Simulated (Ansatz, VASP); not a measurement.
**Nb: VASP beside Ansatz**

File INCAR:

```
SYSTEM = Nb
PREC = Accurate
ENCUT = 600
EDIFF = 1E-6
ISMEAR = -1
SIGMA = 0.1
LREAL = .False.
LASPH = .True.
NELM = 60
ALGO = Normal
ISIF = 3
LWAVE = .False.
LCHARG = .False.
GGA = CA
IBRION = 2
NSW = 80
EDIFFG = -0.01
```

KPOINTS

```
Automatic mesh
0
Gamma
  12 12 4
  0 0 0
```

File POSCAR:

```
Nb
1.0
    2.9403180252      0.0000000000      0.0000000000
   -1.4701590126      2.5463901050      0.0000000000
    0.0000000000      0.0000000000      9.6030786702
Nb
4
Direct
    0.0000000000      0.0000000000      0.0000000000
    0.0000000000      0.0000000000      0.5000000000
    0.3333333333      0.6666666667      0.2500000000
    0.6666666667      0.3333333333      0.7500000000
```

Input for Ansatz:

```yaml
crystal:
  lattice:
    - [2.9403180252, 0.0, 0.0]
    - [-1.4701590126, 2.546390105, 0.0]
    - [0.0, 0.0, 9.6030786702]
  atoms:
    - { symbol: Nb, position: [0.0, 0.0, 0.0] }
    - { symbol: Nb, position: [0.0, 0.0, 0.5] }
    - { symbol: Nb, position: [0.3333333333, 0.6666666667, 0.25] }
    - { symbol: Nb, position: [0.6666666667, 0.3333333333, 0.75] }
hamiltonian:
  xc: lda
  pseudopotentials:
    kind: paw
    azcp:
      Nb: "pseudopotentials/Nb.paw.azcp"
basis:
  ecutwfc: 420
  fft_grid_basis: typed
kpoints:
  mp_grid: { grid: [12, 12, 4], shift: [0, 0, 0] }
magnetization:
  spin_polarized: false
scf:
  occupations: { method: fermi_dirac, width: 0.1 }
relax:
  max_steps: 60
  f_tol: 0.01
  cell: {}
output:
  write_density: true
  write_potential: true
  elf: true
  volumetric_format: npy
```

Alike in both runs: task relaxation of cell and atoms; functional LDA; k mesh 12 × 12 × 4; occupations fermi-dirac, width 0.1 eV; no spin polarisation.

|  | VASP | Ansatz |
| --- | --- | --- |
| version | VASP 6.6.1 | Ansatz 0.2.0 |
| potentials or method | VASP PAW LDA potentials, release 64 (Nb_sv), cutoff 600 eV | plane waves (420 eV) with PAW, scalar-relativistic |
| valence electrons in the cell | 52 | 52 |

VASP gave:

```
relaxed volume (Å³/atom)                                        : 17.63
relaxed length of the cell vector where the two differ most in proportion (Å) : 10.358
```

Question: Which values does Ansatz return?

Answer: Relaxed volume (Å³/atom): 17.64; relaxed length of the cell vector where the two differ most in proportion (Å): 10.364.

Ansatz warns that its potentials were made for another functional, while VASP's fit it. LDA's correlation is that of Perdew and Zunger in VASP and of Perdew and Wang (1992) in Ansatz.
